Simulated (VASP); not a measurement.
Crystal: KBr.

```
CELL_PARAMETERS angstrom
5.25620 0.00000 0.00000
-2.62810 4.55200 0.00000
0.00000 0.00000 6.56990
ATOMIC_POSITIONS crystal
K 0.33333 0.66667 0.25000
K 0.66667 0.33333 0.75000
Br 0.66667 0.33333 0.25000
Br 0.33333 0.66667 0.75000
```

```yaml
Program: VASP 6.6.1
Task: relaxation of cell and atoms
Functional: PBE
Potentials_or_basis: VASP PAW PBE potentials, release 64 (K_sv, Br)
Cutoff: 600 eV
k_mesh: 6 × 6 × 4
Occupations: fermi-dirac, width 0.02 eV
Spin: no spin polarisation
```

At the start: pressure 2.7 GPa; volume 39.30 Å³/atom.

Problem. How do energy, volume and symmetry change on relaxing?

Solution. Over 10 steps the energy falls by 60.7 meV/atom and the volume is 46.39 Å³/atom (+18.1 %); space group P6_3/mmc (No. 194, to 0.05 Å).

Step by step:
| step | energy change (eV) | largest force (eV/Å) | pressure (GPa) | volume (Å³) |
| --- | --- | --- | --- | --- |
| 1 | 0.0000 | 0.0000 | 2.70 | 157.19 |
| 2 | -0.1965 | 0.0000 | 0.91 | 172.68 |
| 3 | -0.2374 | 0.0000 | 0.17 | 182.74 |
| 4 | -0.2404 | 0.0000 | -0.04 | 186.12 |
| 5 | -0.2404 | 0.0000 | -0.07 | 186.73 |
| 6 | -0.2419 | 0.0000 | -0.04 | 186.21 |
| 7 | -0.2426 | 0.0000 | 0.04 | 184.96 |
| 8 | -0.2428 | 0.0000 | 0.01 | 185.36 |
| 9 | -0.2428 | 0.0000 | 0.02 | 185.34 |
| 10 | -0.2428 | 0.0000 | 0.01 | 185.57 |

Final structure:
```
K Br
1.0
     5.67849    0.00000    0.00000
    -2.83925    4.91772    0.00000
     0.00000    0.00000    6.64517
K Br
2 2
Direct
  0.33333 0.66667 0.25000
  0.66667 0.33333 0.75000
  0.66667 0.33333 0.25000
  0.33333 0.66667 0.75000
```

Caveat: the volume moved by over 15 % at a fixed basis, so the end points are rough.
